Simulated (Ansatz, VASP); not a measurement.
Two plane-wave programs on Li2S

POSCAR

```
Li2S
1.0
    0.0000000000      2.8825660000      2.8825660000
    2.8825660000      0.0000000000      2.8825660000
    2.8825660000      2.8825660000      0.0000000000
Li S
2 1
Direct
    0.2500000000      0.2500000000      0.2500000000
    0.7500000000      0.7500000000      0.7500000000
    0.0000000000      0.0000000000      0.0000000000
```

The input INCAR.step1:

```
ALGO = Normal
EDIFF = 1E-5
EDIFFG = -0.005
ENCUT = 830
GGA = PE
GGA_COMPAT = False
IBRION = 2
ISIF = 3
ISMEAR = 1
LASPH = True
LCHARG = False
LREAL = False
LWAVE = True
NELM = 120
NELMIN = 4
NSW = 100
PREC = Accurate
SIGMA = 0.005
```

INCAR.step2

```
ALGO = Normal
EDIFF = 1E-7
EDIFFG = -0.01
ENCUT = 830
GGA_COMPAT = False
IBRION = 2
ISIF = 3
ISMEAR = 1
ISTART = 1
LASPH = True
LCHARG = False
LMIXTAU = True
LREAL = False
LWAVE = False
METAGGA = R2SCAN
NELM = 120
NELMIN = 4
NSW = 60
PREC = Accurate
SIGMA = 0.005
```

File KPOINTS:

```
k-points
0
Gamma
  5 5 5
```

Input for Ansatz:

```yaml
crystal:
  lattice:
    - [0.0, 2.882566, 2.882566]
    - [2.882566, 0.0, 2.882566]
    - [2.882566, 2.882566, 0.0]
  atoms:
    - { symbol: Li, position: [0.25, 0.25, 0.25] }
    - { symbol: Li, position: [0.75, 0.75, 0.75] }
    - { symbol: S, position: [0.0, 0.0, 0.0] }
  symmetry: { tolerance: 0.0003 }
kpoints:
  mp_grid: { grid: [5, 5, 5], shift: [0, 0, 0] }
magnetization:
  spin_polarized: false
scf:
  occupations: { method: cold, width: 0.005 }
  lower_state_search: standard
  n_extra_bands: 32
hamiltonian:
  pseudopotentials: { kind: paw }
  xc: r2scan
basis:
  ecutwfc: 500
output:
  forces: true
  stress: true
  eigenvalues: true
relax:
  max_steps: 40
  cell: {}
```

Alike in both runs: task relaxation of cell and atoms; functional r2SCAN; k mesh 5 × 5 × 5; no spin polarisation.

|  | VASP | Ansatz |
| --- | --- | --- |
| version | VASP 6.6.1 | Ansatz 0.2.0 |
| potentials or method | VASP PAW PBE potentials, release 64 (Li_sv, S), cutoff 830 eV | PAW plane waves |
| occupations | methfessel-paxton of order 1, width 0.005 eV | cold, width 0.005 eV |
| valence electrons in the cell | 12 | 12 |

```csv
,VASP,Ansatz,Ansatz less VASP
"gap on the k mesh at the Fermi level, each at its own relaxed structure (eV)",4.16,4.17,+0.017
relaxed volume (Å³/atom),15.30,15.35,+0.048
relaxed length of the cell vector where the two differ most in proportion (Å),4.019,4.023,+0.0042
```

VASP's potentials were made for PBE, not for r2SCAN. Ansatz's warnings: end state compared.
